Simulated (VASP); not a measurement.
# BP (F-43m) in VASP: further runs, part 2 of 3

VASP 6.6.1.

## Step 3: Single point, PBEsol

File INCAR:

```
PREC = Accurate
ENCUT = 520
EDIFF = 1E-7
ISMEAR = 0
SIGMA = 0.01
LREAL = False
LASPH = True
NELM = 60
ALGO = Normal
ISIF = 2
LWAVE = False
LCHARG = False
GGA = PS
NBANDS = 11
```

File KPOINTS:

```
Automatic mesh
0
Gamma
  8 8 8
```

File POSCAR:

```
BP
1.0
    2.2031534117      2.2031534117      0.0000000000
   -2.2031534117      2.2031534117      0.0000000000
    0.0000000000      2.2031534117      2.2031534117
B P
1 1
Direct
    0.0000000000      0.0000000000      0.0000000000
    0.7500000000      0.2500000000      0.5000000000
```

Potentials or basis: VASP PAW PBE potentials, release 64 (B, P).

Started as:

```sh
cat potpaw_PBE.64/B/POTCAR potpaw_PBE.64/P/POTCAR > POTCAR
mpirun -np 1 vasp_std > vasp.out
```

OUTCAR:

```text
PREC = Accurate
   ENCUT = 520
   EDIFF = 1E-7
   ISMEAR = 0
   LREAL = False
   LASPH = True
   NELM = 60
   ISIF = 2
   GGA = PS

 ion  position               nearest neighbor table
   1  0.000  0.000  0.000-   2 1.91   2 1.91   2 1.91   2 1.91
   2  0.750  0.250  0.500-   1 1.91   1 1.91   1 1.91   1 1.91

  LATTYP: Found a face centered cubic cell.
 ALAT       =     4.4063068234

  Lattice vectors:

 A1 = (   0.0000000000,   2.2031534117,   2.2031534117)
 A2 = (   2.2031534117,   0.0000000000,   2.2031534117)
 A3 = (   2.2031534117,   2.2031534117,   0.0000000000)

Analysis of symmetry for initial positions (statically):
=====================================================================
 Subroutine PRICEL returns:
 Original cell was already a primitive cell.

 Routine SETGRP: Setting up the symmetry group for a
 face centered cubic supercell.

 Subroutine GETGRP returns: Found 24 space group operations
 (whereof 24 operations were pure point group operations)
 out of a pool of 48 trial point group operations.

The static configuration has the point symmetry T_d .

Analysis of symmetry for dynamics (positions and initial velocities):
=====================================================================
 Subroutine PRICEL returns:
 Original cell was already a primitive cell.

 Routine SETGRP: Setting up the symmetry group for a
 face centered cubic supercell.

 Subroutine GETGRP returns: Found 24 space group operations
 (whereof 24 operations were pure point group operations)
 out of a pool of 48 trial point group operations.

The dynamic configuration has the point symmetry T_d .

 Subroutine INISYM returns: Found 24 space group operations
 (whereof 24 operations are pure point group operations),
 and found     1 'primitive' translations

----------------------------------------------------------------------------------------

                                     Primitive cell

  volume of cell :      21.3877

  direct lattice vectors                    reciprocal lattice vectors
     2.203153412  2.203153412  0.000000000     0.226947428  0.226947428 -0.226947428
    -2.203153412  2.203153412  0.000000000    -0.226947428  0.226947428 -0.226947428
     0.000000000  2.203153412  2.203153412     0.000000000  0.000000000  0.453894856

  length of vectors
     3.115729435  3.115729435  3.115729435     0.393084476  0.393084476  0.453894856

  position of ions in fractional coordinates (direct lattice)
     0.000000000  0.000000000  0.000000000
     0.750000000  0.250000000  0.500000000

  ion indices of the primitive-cell ions
   primitive index   ion index
                 1           1
                 2           2

----------------------------------------------------------------------------------------

 KPOINTS: Automatic mesh

Automatic generation of k-mesh.
 Grid dimensions read from file:
 generate k-points for:    8    8    8

 Generating k-lattice:

  Cartesian coordinates                     Fractional coordinates (reciprocal lattice)
     0.028368428  0.028368428 -0.028368428     0.125000000  0.000000000  0.000000000
    -0.028368428  0.028368428 -0.028368428     0.000000000  0.125000000  0.000000000
     0.000000000  0.000000000  0.056736857     0.000000000  0.000000000  0.125000000

  Length of vectors
     0.049135559  0.049135559  0.056736857

  Shift w.r.t. Gamma in fractional coordinates (k-lattice)
     0.000000000  0.000000000  0.000000000

 Subroutine IBZKPT returns following result:
 ===========================================

 Found     29 irreducible k-points:

 Following reciprocal coordinates:
            Coordinates               Weight
  0.000000  0.000000  0.000000      1.000000
  0.125000  0.000000  0.000000      8.000000
  0.250000  0.000000  0.000000      8.000000
  0.375000  0.000000  0.000000      8.000000
  0.500000  0.000000  0.000000      4.000000
  0.125000  0.125000  0.000000     12.000000
[... 16 lines left out ...]
  0.375000  0.250000  0.125000     48.000000
  0.500000  0.250000  0.125000     24.000000
 [... further k-points ...]
   k-points           NKPTS =     29   k-points in BZ     NKDIM =     29   number of bands    NBANDS=     11
   number of dos      NEDOS =    301   number of ions     NIONS =      2
   total plane-waves  NPLWV =  13824
   dimension x,y,z NGX =    24 NGY =   24 NGZ =   24
   dimension x,y,z NGXF=    48 NGYF=   48 NGZF=   48
   ions per type =               1   1
   NGX,Y,Z   is equivalent  to a cutoff of  12.81, 12.81, 12.81 a.u.
   NGXF,Y,Z  is equivalent  to a cutoff of  25.61, 25.61, 25.61 a.u.
 SYSTEM =  unknown system
   PREC   = accura    normal or accurate (medium, high low for compatibility)
   ISTART =      0    job   : 0-new  1-cont  2-samecut
   ICHARG =      2    charge: 1-file 2-atom 10-const
   ISPIN  =      1    spin polarized calculation?
   LNONCOLLINEAR =      F non collinear calculations
   LSORBIT =      F    spin-orbit coupling
   LASPH  =      T    aspherical Exc in radial PAW
   ENCUT  =  520.0 eV  38.22 Ry    6.18 a.u.   5.79  5.79  5.79*2*pi/ulx,y,z
   NELM   =     60;   NELMIN=  2; NELMDL= -5     # of ELM steps
   EDIFF  = 0.1E-06   stopping-criterion for ELM
   LREAL  =      F    real-space projection
   EDIFFG = 0.1E-05   stopping-criterion for IOM
   NSW    =      0    number of steps for IOM
   IBRION =     -1    ionic relax: 0-MD 1-quasi-New 2-CG
   NFREE  =      0    steps in history (QN), initial steepest desc. (CG)
   ISIF   =      2    stress and relaxation
   ISYM   =      2    0-nonsym 1-usesym 2-fastsym
   POTIM  = 0.5000    time-step for ionic-motion
   TEBEG  =    0.0;   TEEND  =   0.0 temperature during run
   PSTRESS=    0.0 pullay stress
   NELECT =       8.0000    total number of electrons
   NUPDOWN=      -1.0000    fix difference up-down
   EMIN   =  10.00;   EMAX   =-10.00  energy-range for DOS
   EFERMI =   0.00;   METHOD = LEGACY
   ISMEAR =     0;   SIGMA  =   0.01  broadening in eV -4-tet -1-fermi 0-gaus
   EFERMI_NEDOS =   21; number of points for ismear=-14 and -15
   IALGO  =     38    algorithm
   IMIX   =      4    mixing-type and parameters
     AMIX     =   0.40;   BMIX     =  1.00
     AMIX_MAG =   1.60;   BMIX_MAG =  1.00
  volume/ion in A,a.u.               =      10.69        72.17
  Fermi-wavevector in a.u.,A,eV,Ry     =   1.179551  2.229028 18.930340  1.391341
  Thomas-Fermi vector in A             =   2.315860
   LORBIT       =      0    0 simple, 1 ext, 2 COOP (PROOUT), +10 PAW based schemes
   GGA     = PS    functional components
   LHFCALC =     F    Hartree Fock is set to
   AEXX    =    0.0000 exact exchange contribution
   IVDW    =     0    specifies the selected vdW correction
   LEPSILON=     F    determine dielectric tensor
   LRPA    =     F    only Hartree local field effects (RPA)
 non-spin polarized calculation
 Gauss-broadening in eV      SIGMA  =   0.01
  energy-cutoff  :      520.00
  volume of cell :       21.39
 maximum number of plane-waves:       588
   NGX = 11   NGY = 11   NGZ = 11

 number of electron       8.0000000 magnetization

 Free energy of the ion-electron system (eV)
  ---------------------------------------------------
  ext. energy  EPLUGINS =         0.00000000
  ---------------------------------------------------
  free energy    TOTEN  =       -13.59459532 eV

  energy without entropy =      -13.59459532  energy(sigma->0) =      -13.59459532

 E-fermi :   8.6310     XC(G=0): -11.4210

 val. band max:        8.4821028387   @ k =   0.0000   0.0000   0.0000
 cond. band min:       9.5292308494   @ k =   0.5000   0.5000   0.0000
 fundamental gap:      1.0471280106
 Fermi energy:         8.6309709842

 k-point     1 :       0.0000    0.0000    0.0000
  band No.  band energies     occupation
      1      -7.8259      2.00000
      2       8.4821      2.00000
      3       8.4821      2.00000
      4       8.4821      2.00000
      5      11.9860      0.00000
      6      11.9860      0.00000
      7      11.9860      0.00000
      8      17.1950      0.00000
      9      20.3672      0.00000
     10      20.8731      0.00000
     11      20.8731      0.00000
[... 309 lines left out ...]
 k-point    24 :       0.5000    0.2500    0.1250
  band No.  band energies     occupation
      1      -3.4083      2.00000
      2      -0.5903      2.00000
      3       3.6537      2.00000
      4       5.0672      2.00000
      5      12.5796      0.00000
      6      13.9273      0.00000
      7      17.3303      0.00000
      8      18.7670      0.00000
      9      19.2897      0.00000
     10      23.4669      0.00000
     11      25.8901      0.00000

 [... further k-points ...]
[... 5 lines left out ...]
  --------------------------------------------------------------------------------------
  -------------------------------------------------------------------------------------
  Total        2.0156660      2.0156660      2.0156660      0.0000000      0.0000000     -0.0000000
  in kB      150.9958215    150.9958215    150.9958215      0.0000000      0.0000000     -0.0000000
  external PRESSURE =     150.9958215 kB  Pullay stress =       0.0000000 kB

 VOLUME and BASIS-vectors are now :
 -----------------------------------------------------------------------------
  energy-cutoff  :      520.00
  volume of cell :       21.39
      direct lattice vectors                 reciprocal lattice vectors
     2.203153412  2.203153412  0.000000000     0.226947428  0.226947428 -0.226947428
    -2.203153412  2.203153412  0.000000000    -0.226947428  0.226947428 -0.226947428
     0.000000000  2.203153412  2.203153412     0.000000000  0.000000000  0.453894856

 POSITION                                       TOTAL-FORCE (eV/Angst)
 -----------------------------------------------------------------------------------
      0.00000      0.00000      0.00000         0.000000      0.000000     -0.000000
      1.10158      3.30473      1.10158        -0.000000     -0.000000      0.000000
 -----------------------------------------------------------------------------------
    total drift:                                0.000000      0.000000     -0.000000

  FREE ENERGIE OF THE ION-ELECTRON SYSTEM (eV)
  ---------------------------------------------------
  free  energy   TOTEN  =       -13.5945953215 eV

  energy  without entropy=      -13.5945953215  energy(sigma->0) =      -13.59459532
```

Run time: 3.6 s. Hardware: 1 thread of Intel Xeon Platinum 8488C (Sapphire Rapids), shared host; peak memory 0.13 GiB.

What came out:

- Free energy: -13.5946 eV
- Pressure: 15.1 GPa
- Band gap on the k mesh: 1.05 eV, indirect (least direct gap 3.50 eV)

Caveat: the PAW data sets were made with another functional, which shifts forces and pressure a little. A k mesh can miss the band edges.

## Step 4: Single point, PBEsol

This run uses another cell than the first one, of 11.54 Å³/atom, 1.080 times its volume.

File INCAR:

```
ALGO = Normal
EDIFF = 1E-6
ENCUT = 520
GGA = PS
ISIF = 2
ISMEAR = 0
LASPH = T
LCHARG = F
LREAL = F
LWAVE = F
NBANDS = 11
NELM = 80
PREC = Accurate
SIGMA = 0.01
```

File KPOINTS:

```
k-points
0
Gamma
  8 8 8
```

File POSCAR:

```
BP
1.0
    2.2600718588      2.2600718588      0.0000000000
   -2.2600718588      2.2600718588      0.0000000000
    0.0000000000      2.2600718588      2.2600718588
B P
1 1
Direct
    0.0000000000      0.0000000000      0.0000000000
    0.7500000000      0.2500000000      0.5000000000
```

Potentials or basis: VASP PAW PBE potentials, release 64 (B, P).

Started as:

```sh
cat potpaw_PBE.64/B/POTCAR potpaw_PBE.64/P/POTCAR > POTCAR
mpirun -np 1 vasp_std > vasp.out
```

OUTCAR:

```text
EDIFF = 1E-6
   ENCUT = 520
   GGA = PS
   ISIF = 2
   ISMEAR = 0
   LASPH = T
   LREAL = F
   NELM = 80
   PREC = Accurate

 ion  position               nearest neighbor table
   1  0.000  0.000  0.000-   2 1.96   2 1.96   2 1.96   2 1.96
   2  0.750  0.250  0.500-   1 1.96   1 1.96   1 1.96   1 1.96

  LATTYP: Found a face centered cubic cell.
 ALAT       =     4.5201437176

  Lattice vectors:

 A1 = (   0.0000000000,   2.2600718588,   2.2600718588)
 A2 = (   2.2600718588,   0.0000000000,   2.2600718588)
 A3 = (   2.2600718588,   2.2600718588,   0.0000000000)

Analysis of symmetry for initial positions (statically):
=====================================================================
 Subroutine PRICEL returns:
 Original cell was already a primitive cell.

 Routine SETGRP: Setting up the symmetry group for a
 face centered cubic supercell.

 Subroutine GETGRP returns: Found 24 space group operations
 (whereof 24 operations were pure point group operations)
 out of a pool of 48 trial point group operations.

The static configuration has the point symmetry T_d .

Analysis of symmetry for dynamics (positions and initial velocities):
=====================================================================
 Subroutine PRICEL returns:
 Original cell was already a primitive cell.

 Routine SETGRP: Setting up the symmetry group for a
 face centered cubic supercell.

 Subroutine GETGRP returns: Found 24 space group operations
 (whereof 24 operations were pure point group operations)
 out of a pool of 48 trial point group operations.

The dynamic configuration has the point symmetry T_d .

 Subroutine INISYM returns: Found 24 space group operations
 (whereof 24 operations are pure point group operations),
 and found     1 'primitive' translations

----------------------------------------------------------------------------------------

                                     Primitive cell

  volume of cell :      23.0886
[... 111 lines left out ...]
  Fermi-wavevector in a.u.,A,eV,Ry     =   1.149845  2.172892 17.988850  1.322143
  Thomas-Fermi vector in A             =   2.286512
   LORBIT       =      0    0 simple, 1 ext, 2 COOP (PROOUT), +10 PAW based schemes
   GGA     = PS    functional components
   LHFCALC =     F    Hartree Fock is set to
   AEXX    =    0.0000 exact exchange contribution
   IVDW    =     0    specifies the selected vdW correction
   LEPSILON=     F    determine dielectric tensor
   LRPA    =     F    only Hartree local field effects (RPA)
 non-spin polarized calculation
 Gauss-broadening in eV      SIGMA  =   0.01
  energy-cutoff  :      520.00
  volume of cell :       23.09
 maximum number of plane-waves:       636
   NGX = 11   NGY = 11   NGZ = 11

 number of electron       8.0000001 magnetization

 Free energy of the ion-electron system (eV)
  ---------------------------------------------------
  ext. energy  EPLUGINS =         0.00000000
  ---------------------------------------------------
  free energy    TOTEN  =       -13.67158243 eV

  energy without entropy =      -13.67158243  energy(sigma->0) =      -13.67158243

 E-fermi :   7.6558     XC(G=0): -11.0953

 val. band max:        7.5468555897   @ k =   0.0000   0.0000   0.0000
 cond. band min:       8.6958538813   @ k =  -0.3750   0.3750   0.0000
 fundamental gap:      1.1489982916
 Fermi energy:         7.6558001377

 k-point     1 :       0.0000    0.0000    0.0000
  band No.  band energies     occupation
      1      -8.0576      2.00000
      2       7.5469      2.00000
      3       7.5469      2.00000
      4       7.5469      2.00000
      5      10.9209      0.00000
      6      10.9209      0.00000
      7      10.9209      0.00000
      8      15.0692      0.00000
      9      18.8703      0.00000
     10      19.7026      0.00000
     11      19.7026      0.00000
[... 309 lines left out ...]
 k-point    24 :       0.5000    0.2500    0.1250
  band No.  band energies     occupation
      1      -3.9944      2.00000
      2      -1.0258      2.00000
      3       2.9508      2.00000
      4       4.3623      2.00000
      5      11.6463      0.00000
      6      12.7209      0.00000
      7      15.8973      0.00000
      8      17.3423      0.00000
      9      17.9584      0.00000
     10      21.9985      0.00000
     11      24.3054      0.00000

 [... further k-points ...]
[... 5 lines left out ...]
  --------------------------------------------------------------------------------------
  -------------------------------------------------------------------------------------
  Total        0.0172929      0.0172929      0.0172929     -0.0000000     -0.0000000     -0.0000000
  in kB        1.1999984      1.1999984      1.1999984     -0.0000000     -0.0000000     -0.0000000
  external PRESSURE =       1.1999984 kB  Pullay stress =       0.0000000 kB

 VOLUME and BASIS-vectors are now :
 -----------------------------------------------------------------------------
  energy-cutoff  :      520.00
  volume of cell :       23.09
      direct lattice vectors                 reciprocal lattice vectors
     2.260071859  2.260071859  0.000000000     0.221231904  0.221231904 -0.221231904
    -2.260071859  2.260071859  0.000000000    -0.221231904  0.221231904 -0.221231904
     0.000000000  2.260071859  2.260071859     0.000000000  0.000000000  0.442463808

 POSITION                                       TOTAL-FORCE (eV/Angst)
 -----------------------------------------------------------------------------------
      0.00000      0.00000      0.00000         0.000000     -0.000000      0.000000
      1.13004      3.39011      1.13004        -0.000000      0.000000      0.000000
 -----------------------------------------------------------------------------------
    total drift:                                0.000000      0.000000     -0.000000

  FREE ENERGIE OF THE ION-ELECTRON SYSTEM (eV)
  ---------------------------------------------------
  free  energy   TOTEN  =       -13.6715824303 eV

  energy  without entropy=      -13.6715824303  energy(sigma->0) =      -13.67158243
```

OSZICAR:

```text
N       E                     dE             d eps       ncg     rms          rms(c)
DAV:   1     0.792365862350E+01    0.79237E+01   -0.40357E+03   638   0.661E+02
DAV:   2    -0.137752873812E+02   -0.21699E+02   -0.20664E+02   805   0.108E+02
DAV:   3    -0.144035133948E+02   -0.62823E+00   -0.62705E+00   813   0.157E+01
DAV:   4    -0.144059775521E+02   -0.24642E-02   -0.24640E-02   712   0.116E+00
DAV:   5    -0.144059897344E+02   -0.12182E-04   -0.12182E-04   802   0.815E-02    0.714E+00
DAV:   6    -0.137837892576E+02    0.62220E+00   -0.13251E+00   713   0.493E+00    0.381E+00
DAV:   7    -0.136808944011E+02    0.10289E+00   -0.24849E-01   794   0.245E+00    0.124E+00
DAV:   8    -0.136713839802E+02    0.95104E-02   -0.25855E-02   738   0.904E-01    0.170E-01
DAV:   9    -0.136715195661E+02   -0.13559E-03   -0.69520E-04   725   0.181E-01    0.104E-01
DAV:  10    -0.136715782262E+02   -0.58660E-04   -0.10657E-04   715   0.633E-02    0.213E-02
DAV:  11    -0.136715821049E+02   -0.38786E-05   -0.61390E-06   785   0.145E-02    0.262E-02
DAV:  12    -0.136715824303E+02   -0.32538E-06   -0.20561E-06   528   0.653E-03
   1 F= -.13671582E+02 E0= -.13671582E+02  d E =-.940006E-56
```

It took 3.3 s on 1 thread of Intel Xeon Platinum 8488C (Sapphire Rapids), shared host; peak memory 0.13 GiB.

What came out:

```yaml
Free_energy: -13.6716 eV
Pressure: 0.1 GPa
Band_gap_on_the_k_mesh: 1.15 eV, indirect (least direct gap 3.37 eV)
```

Caveat: the PAW data sets were made with another functional, which shifts forces and pressure a little.

(Continued in part 3 of 3.)
